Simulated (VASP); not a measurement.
Set up this calculation in VASP 6.6.1, as the native input.

- Task: single point
- Functional: PBE
- Potentials or basis: VASP PAW PBE potentials, release 64 (Ti_sv, B)
- Cutoff: 520 eV
- k mesh: 15 × 15 × 14
- Occupations: gaussian, width 0.1 eV
- Spin: no spin polarisation
- Dipole correction: no
- Further INCAR settings: ALGO = Normal; EDIFF = 1e-07; NBANDS = 16

The structure of TiB2 lies in POSCAR:

```
TiB2
1.0
    2.9715016067      0.0000000000      0.0000000000
   -1.4857508034      2.5733958788      0.0000000000
    0.0000000000      0.0000000000      3.2620666109
Ti B
1 2
Direct
    0.0000000000      0.0000000000      0.0000000000
    0.3333333333      0.6666666667      0.5000000000
    0.6666666667      0.3333333333      0.5000000000
```

This cell differs from its parent crystal: biaxial strain in the a-b plane: -2.0 %.

The input as run:

INCAR

```
SYSTEM = TiB2
ALGO     = Normal         ! electronic algorithm
EDIFF    = 1E-7           ! SCF threshold, eV
ENCUT    = 520            ! plane-wave cutoff, eV
GGA      = PE             ! functional
ISIF     = 2              ! what is computed and relaxed
ISMEAR   = 0              ! smearing method
LASPH    = .True.         ! aspherical terms in the spheres
LCHARG   = .False.        ! write CHGCAR
LREAL    = .False.        ! projectors in reciprocal space
LWAVE    = .False.        ! write WAVECAR
NBANDS   = 16             ! bands
NELM     = 80             ! most SCF steps
PREC     = Accurate       ! precision mode
SIGMA    = 0.1            ! smearing width, eV
```

KPOINTS

```
k-points
0
Gamma
  15 15 14
  0 0 0
```

Potentials or basis: VASP PAW PBE potentials, release 64 (Ti_sv, B).

Run with:

```console
$ cat potpaw_PBE.64/Ti_sv/POTCAR potpaw_PBE.64/B/POTCAR > POTCAR
$ mpirun -np 1 vasp_std > vasp.out
```

Results of the run:

The pressure is 9.3 GPa and the band gap on the k mesh is zero (bands 9 and 10 overlap by 0.63 eV).

Caveat: the cell differs from its parent crystal (biaxial strain in the a-b plane: -2.0 %); the cell stands under pressure.

Run time: 76 s on 1 thread of Intel Xeon 8259CL (shared host), peak memory 0.2 GiB.
